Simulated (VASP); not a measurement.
# Al in VASP: notebook

Al is run at these levels: PBEsol; tasks: single point.

Program: VASP 6.6.1. These are calculated values, not measurements. Logs are shortened: lines on timing, memory, paths and dates and some standing lists are left out, and cuts for length are marked.

## (1) The cell of the first run

The cell holds a slab with vacuum, 5 atoms: a = 2.839 Å, b = 4.015 Å, c = 12.481 Å, α = 90.00°, β = 90.00°, γ = 90.00°.

## (2) Single point, PBEsol

Input file INCAR:

```
SYSTEM = Al
ALGO = Normal ; DIPOL = 0.5 0.5 0.500
EDIFF = 1E-6 ; ENCUT = 520
GGA = PS ; IDIPOL = 3
ISIF = 2 ; ISMEAR = -1
LASPH = .TRUE. ; LCHARG = .TRUE.
LDIPOL = .TRUE. ; LELF = .TRUE.
LREAL = .FALSE. ; LVACPOTAV = .TRUE.
LVHAR = .TRUE. ; LWAVE = .FALSE.
NBANDS = 16 ; NELM = 80
PREC = Accurate ; SIGMA = 0.1
```

Input file KPOINTS:

```
k-points
0
G
  13 9 1
  0 0 0
```

Input file POSCAR:

```
Al
1.0
    2.8388187244      0.0000000000      0.0000000000
    0.0000000000      4.0146959412      0.0000000000
    0.0000000000      0.0000000000     12.4810000000
Al
5
Direct
    0.0000000000      0.0000000000      0.2804252090
    0.5000000000      0.5000000000      0.3863894207
    0.0000000000      0.0000000000      0.4999999978
    0.5000000000      0.5000000000      0.6136105828
    0.0000000000      0.0000000000      0.7195747910
```

Potentials or basis: VASP PAW PBE potentials, release 64 (Al).

Started as:

```
> cat potpaw_PBE.64/Al/POTCAR > POTCAR
> mpirun -np 1 vasp_std > vasp.out
```

OUTCAR:

```text
SYSTEM = Al
   EDIFF = 1E-6
   ENCUT = 520
   GGA = PS
   ISIF = 2
   ISMEAR = -1
   LASPH = .TRUE.
   LREAL = .FALSE.
   NELM = 80
   PREC = Accurate

 ion  position               nearest neighbor table
   1  0.000  0.000  0.280-   3 2.74   2 2.79   2 2.79   2 2.79   2 2.79
   2  0.500  0.500  0.386-   1 2.79   1 2.79   1 2.79   1 2.79   4 2.84   3 2.84   3 2.84   3 2.84
                             3 2.84
   3  0.000  0.000  0.500-   1 2.74   5 2.74   2 2.84   2 2.84   2 2.84   2 2.84   4 2.84   4 2.84
                             4 2.84   4 2.84
   4  0.500  0.500  0.614-   5 2.79   5 2.79   5 2.79   5 2.79   2 2.84   3 2.84   3 2.84   3 2.84
                             3 2.84
   5  0.000  0.000  0.720-   3 2.74   4 2.79   4 2.79   4 2.79   4 2.79

  LATTYP: Found a simple orthorhombic cell.
 ALAT       =     2.8388187244
 B/A-ratio  =     1.4142135624
 C/A-ratio  =     4.3965470189

  Lattice vectors:

 A1 = (   2.8388187244,   0.0000000000,   0.0000000000)
 A2 = (   0.0000000000,   4.0146959412,   0.0000000000)
 A3 = (   0.0000000000,   0.0000000000,  12.4810000000)

Analysis of symmetry for initial positions (statically):
=====================================================================
 Subroutine PRICEL returns:
 Original cell was already a primitive cell.

 Routine SETGRP: Setting up the symmetry group for a
 simple orthorhombic supercell.

 Subroutine GETGRP returns: Found  8 space group operations
 (whereof  8 operations were pure point group operations)
 out of a pool of  8 trial point group operations.

The static configuration has the point symmetry D_2h.

Analysis of symmetry for dynamics (positions and initial velocities):
=====================================================================
 Subroutine PRICEL returns:
 Original cell was already a primitive cell.

 Routine SETGRP: Setting up the symmetry group for a
 simple orthorhombic supercell.

 Subroutine GETGRP returns: Found  8 space group operations
 (whereof  8 operations were pure point group operations)
 out of a pool of  8 trial point group operations.

The dynamic configuration has the point symmetry D_2h.

 Subroutine INISYM returns: Found  8 space group operations
 (whereof  8 operations are pure point group operations),
 and found     1 'primitive' translations

----------------------------------------------------------------------------------------

                                     Primitive cell

  volume of cell :     142.2459
[... 95 lines left out ...]
   EDIFF  = 0.1E-05   stopping-criterion for ELM
   LREAL  =      F    real-space projection
   EDIFFG = 0.1E-04   stopping-criterion for IOM
   NSW    =      0    number of steps for IOM
   IBRION =     -1    ionic relax: 0-MD 1-quasi-New 2-CG
   NFREE  =      0    steps in history (QN), initial steepest desc. (CG)
   ISIF   =      2    stress and relaxation
   ISYM   =      2    0-nonsym 1-usesym 2-fastsym
   POTIM  = 0.5000    time-step for ionic-motion
   TEBEG  =    0.0;   TEEND  =   0.0 temperature during run
   PSTRESS=    0.0 pullay stress
   NELECT =      15.0000    total number of electrons
   NUPDOWN=      -1.0000    fix difference up-down
   EMIN   =  10.00;   EMAX   =-10.00  energy-range for DOS
   EFERMI =   0.00;   METHOD = LEGACY
   ISMEAR =    -1;   SIGMA  =   0.10  broadening in eV -4-tet -1-fermi 0-gaus
   EFERMI_NEDOS =   21; number of points for ismear=-14 and -15
   IALGO  =     38    algorithm
   IMIX   =      4    mixing-type and parameters
     AMIX     =   0.40;   BMIX     =  1.00
     AMIX_MAG =   1.60;   BMIX_MAG =  1.00
  volume/ion in A,a.u.               =      28.45       191.98
  Fermi-wavevector in a.u.,A,eV,Ry     =   0.773438  1.461585  8.139086  0.598206
  Thomas-Fermi vector in A             =   1.875282
   LORBIT       =      0    0 simple, 1 ext, 2 COOP (PROOUT), +10 PAW based schemes
   GGA     = PS    functional components
   LHFCALC =     F    Hartree Fock is set to
   AEXX    =    0.0000 exact exchange contribution
   IVDW    =     0    specifies the selected vdW correction
   LEPSILON=     F    determine dielectric tensor
   LRPA    =     F    only Hartree local field effects (RPA)
 non-spin polarized calculation
  energy-cutoff  :      520.00
  volume of cell :      142.25
 maximum number of plane-waves:      3864
 NGX is ok and might be reduce to    24
   NGX = 11   NGY = 15   NGZ = 47

 number of electron      15.0000000 magnetization

 dipolmoment           0.000000      0.000000     -0.000000 electrons x Angstroem

 Free energy of the ion-electron system (eV)
  ---------------------------------------------------
  ext. energy  EPLUGINS =         0.00000000
  ---------------------------------------------------
  free energy    TOTEN  =       -18.89087263 eV

  energy without entropy =      -18.82750658  energy(sigma->0) =      -18.85918960

 E-fermi :   3.0453     XC(G=0):  -7.1986

 val. band max:        3.0413448083   @ k =   0.3077   0.2222   0.0000
 cond. band min:       3.1603446276   @ k =   0.2308   0.2222   0.0000
 fundamental gap:      0.1189998193
 Fermi energy:         3.0453488560

 k-point     1 :       0.0000    0.0000    0.0000
  band No.  band energies     occupation
      1      -7.7758      2.00000
      2      -6.0234      2.00000
      3      -3.2743      2.00000
      4      -0.3630      2.00000
      5       0.4659      2.00000
      6       1.9308      1.99997
[... 433 lines left out ...]
      3      -3.3716      2.00000
      4      -1.8684      2.00000
      5      -1.6076      2.00000
      6       0.9176      2.00000
[... 8 lines left out ...]
     15       8.5454      0.00000
     16       8.6335      0.00000

 [... further k-points ...]
[... 5 lines left out ...]
  --------------------------------------------------------------------------------------
  -------------------------------------------------------------------------------------
  Total       -1.3713439     -0.5138617      0.0485168      0.0000000      0.0000000      0.0000000
  in kB      -15.4460439     -5.7878486      0.5464653      0.0000000      0.0000000      0.0000000
  external PRESSURE =      -6.8958090 kB  Pullay stress =       0.0000000 kB

 VOLUME and BASIS-vectors are now :
 -----------------------------------------------------------------------------
  energy-cutoff  :      520.00
  volume of cell :      142.25
      direct lattice vectors                 reciprocal lattice vectors
     2.838818724  0.000000000  0.000000000     0.352259195  0.000000000  0.000000000
     0.000000000  4.014695941  0.000000000     0.000000000  0.249084866  0.000000000
     0.000000000  0.000000000 12.481000000     0.000000000  0.000000000  0.080121785

 POSITION                                       TOTAL-FORCE (eV/Angst)
 -----------------------------------------------------------------------------------
      0.00000      0.00000      3.49999         0.000000     -0.000000     -0.012914
      1.41941      2.00735      4.82253         0.000000      0.000000      0.001986
      0.00000      0.00000      6.24050         0.000000      0.000000      0.000000
      1.41941      2.00735      7.65847         0.000000      0.000000     -0.001986
      0.00000      0.00000      8.98101         0.000000      0.000000      0.012914
 -----------------------------------------------------------------------------------
    total drift:                               -0.000000      0.000000     -0.000002

  FREE ENERGIE OF THE ION-ELECTRON SYSTEM (eV)
  ---------------------------------------------------
  free  energy   TOTEN  =       -18.8908726281 eV

  energy  without entropy=      -18.8275065790  energy(sigma->0) =      -18.85918960
```

OSZICAR:

```text
N       E                     dE             d eps       ncg     rms          rms(c)
DAV:   1     0.212114936285E+02    0.21211E+02   -0.46657E+03  1120   0.675E+02
DAV:   2    -0.184491483914E+02   -0.39661E+02   -0.35219E+02  1456   0.101E+02
DAV:   3    -0.200090720900E+02   -0.15599E+01   -0.15379E+01  1560   0.203E+01
DAV:   4    -0.200670262079E+02   -0.57954E-01   -0.57943E-01  1696   0.451E+00
DAV:   5    -0.200687761253E+02   -0.17499E-02   -0.17499E-02  1664   0.648E-01    0.378E+00
DAV:   6    -0.190300477775E+02    0.10387E+01   -0.15972E+00  1328   0.541E+00    0.194E+00
DAV:   7    -0.189309998172E+02    0.99048E-01   -0.16177E-01  1344   0.174E+00    0.927E-01
DAV:   8    -0.188885417443E+02    0.42458E-01   -0.53658E-02  1336   0.964E-01    0.305E-01
DAV:   9    -0.188857819392E+02    0.27598E-02   -0.91249E-03  1392   0.489E-01    0.147E-01
DAV:  10    -0.188867927499E+02   -0.10108E-02   -0.13415E-03  1320   0.190E-01    0.813E-02
DAV:  11    -0.188892153723E+02   -0.24226E-02   -0.18983E-03  1208   0.150E-01    0.431E-02
DAV:  12    -0.188905612845E+02   -0.13459E-02   -0.90087E-04  1216   0.104E-01    0.221E-02
DAV:  13    -0.188908460819E+02   -0.28480E-03   -0.22444E-04  1232   0.559E-02    0.451E-03
DAV:  14    -0.188908634328E+02   -0.17351E-04   -0.10250E-05  1416   0.154E-02    0.387E-03
DAV:  15    -0.188908700140E+02   -0.65812E-05   -0.33177E-06  1184   0.775E-03    0.140E-03
DAV:  16    -0.188908725793E+02   -0.25653E-05   -0.33283E-06  1104   0.754E-03    0.474E-04
DAV:  17    -0.188908726281E+02   -0.48757E-07   -0.41218E-08  1112   0.115E-03
   1 F= -.18890873E+02 E0= -.18859190E+02  d E =-.633660E-01
```

It took 67 s on 1 thread of Intel Xeon 6975P-C, shared host; peak memory 0.26 GiB.

Results:

```
Free energy   : -18.8909 eV
Largest force : 0.013 eV/Å
```

Forces on the atoms (eV/Å):
```
Al   0.000  0.000 -0.013
Al   0.000  0.000  0.002
Al   0.000  0.000  0.000
Al   0.000  0.000 -0.002
Al   0.000  0.000  0.013
```

Levels at points of the mesh, in eV from the Fermi level:
| k point | band 5 | band 6 | band 7 | band 8 | band 9 | band 10 |
| --- | --- | --- | --- | --- | --- | --- |
| (0.00, 0.00, 0.00) | -2.58 | -1.11 | -0.97 | -0.76 | 0.66 | 1.76 |

Caveat: the PAW data sets were made with another functional, which shifts forces and pressure a little.

## (3) Single point, PBEsol

This run uses another cell than the first one, of 49.41 Å³/atom, 1.737 times its volume.

Input file INCAR:

```
SYSTEM = Al
PREC     = Accurate       ! precision mode
ENCUT    = 520            ! plane-wave cutoff, eV
EDIFF    = 1E-6           ! SCF threshold, eV
ISMEAR   = -1             ! smearing method
SIGMA    = 0.1            ! smearing width, eV
LREAL    = .False.        ! projectors in reciprocal space
LASPH    = .True.         ! aspherical terms in the spheres
NELM     = 80             ! most SCF steps
ALGO     = Normal         ! electronic algorithm
ISIF     = 2              ! what is computed and relaxed
LWAVE    = .False.        ! write WAVECAR
LCHARG   = .False.        ! write CHGCAR
LDIPOL   = .True.       
IDIPOL   = 3            
DIPOL    = 0.5 0.5 0.500
GGA      = PS             ! functional
NBANDS   = 16             ! bands
```

Input file KPOINTS:

```
regular mesh
0
Gamma
  13 9 1
  0 0 0
```

Input file POSCAR:

```
Al
1.0
    2.8388187244      0.0000000000      0.0000000000
    0.0000000000      4.0146959412      0.0000000000
    0.0000000000      0.0000000000     21.6776000000
Al
5
Direct
    0.0000000000      0.0000000000      0.3690436800
    0.5000000000      0.5000000000      0.4345218398
    0.0000000000      0.0000000000      0.5000000000
    0.5000000000      0.5000000000      0.5654781602
    0.0000000000      0.0000000000      0.6309563200
```

Potentials or basis: VASP PAW PBE potentials, release 64 (Al).

Started as:

```
> cat potpaw_PBE.64/Al/POTCAR > POTCAR
> mpirun -np 1 vasp_std > vasp.out
```

It took 2.3 min on 1 thread of Intel Xeon 6975P-C, shared host; peak memory 0.37 GiB.

The run converged. Its results:

```yaml
Free_energy: -18.8571 eV
Largest_force: 0.287 eV/Å
```

Forces on the atoms (eV/Å):
```
Al   0.000  0.000  0.287
Al   0.000  0.000 -0.122
Al   0.000  0.000  0.000
Al   0.000  0.000  0.122
Al   0.000  0.000 -0.287
```

Levels at points of the mesh, in eV from the Fermi level:
| k point | band 4 | band 5 | band 6 | band 7 | band 8 | band 9 | band 10 | band 11 |
| --- | --- | --- | --- | --- | --- | --- | --- | --- |
| (0.00, 0.00, 0.00) | -3.59 | -2.46 | -1.04 | -0.90 | -0.80 | 0.77 | 1.71 | 1.92 |

Caveat: the PAW data sets were made with another functional, which shifts forces and pressure a little.

## (4) Single point, PBEsol

This run uses another cell than the first one, of 49.41 Å³/atom, 1.737 times its volume.

Input file INCAR:

```
SYSTEM = Al
PREC = Accurate
ENCUT = 520
EDIFF = 1E-7
ISMEAR = -1
SIGMA = 0.1
LREAL = .FALSE.
LASPH = .TRUE.
NELM = 60
ALGO = Normal
ISIF = 2
LWAVE = .FALSE.
LCHARG = .FALSE.
LDIPOL = .TRUE.
IDIPOL = 3
DIPOL = 0.5 0.5 0.500
GGA = PS
NBANDS = 16
```

Input file KPOINTS:

```
regular mesh
0
G
  13 9 1
  0 0 0
```

Input file POSCAR:

```
Al
1.0
    2.8388187244      0.0000000000      0.0000000000
    0.0000000000      4.0146959412      0.0000000000
    0.0000000000      0.0000000000     21.6776000000
Al
5
Direct
    0.0000000000      0.0000000000      0.3735785802
    0.5000000000      0.5000000000      0.4345880705
    0.0000000000      0.0000000000      0.4999999986
    0.5000000000      0.5000000000      0.5654119312
    0.0000000000      0.0000000000      0.6264214195
```

Started as:

```
> cat potpaw_PBE.64/Al/POTCAR > POTCAR
> mpirun -np 1 vasp_std > vasp.out
```

It took 2.5 min on 1 thread of Intel Xeon 6975P-C, shared host; peak memory 0.37 GiB.

It converged, with:

```yaml
Free_energy: -18.8872 eV
Largest_force: 0.006 eV/Å
```

Forces in eV/Å, atoms in the order of the input:
```
Al   0.000  0.000 -0.002
Al   0.000  0.000  0.006
Al   0.000  0.000  0.000
Al   0.000  0.000 -0.006
Al   0.000  0.000  0.002
```

Levels at points of the mesh, in eV from the Fermi level:
| k point | band 5 | band 6 | band 7 | band 8 | band 9 | band 10 |
| --- | --- | --- | --- | --- | --- | --- |
| (0.00, 0.00, 0.00) | -2.58 | -1.12 | -0.97 | -0.70 | 0.65 | 1.76 |

Caveat: the PAW data sets were made with another functional, which shifts forces and pressure a little.
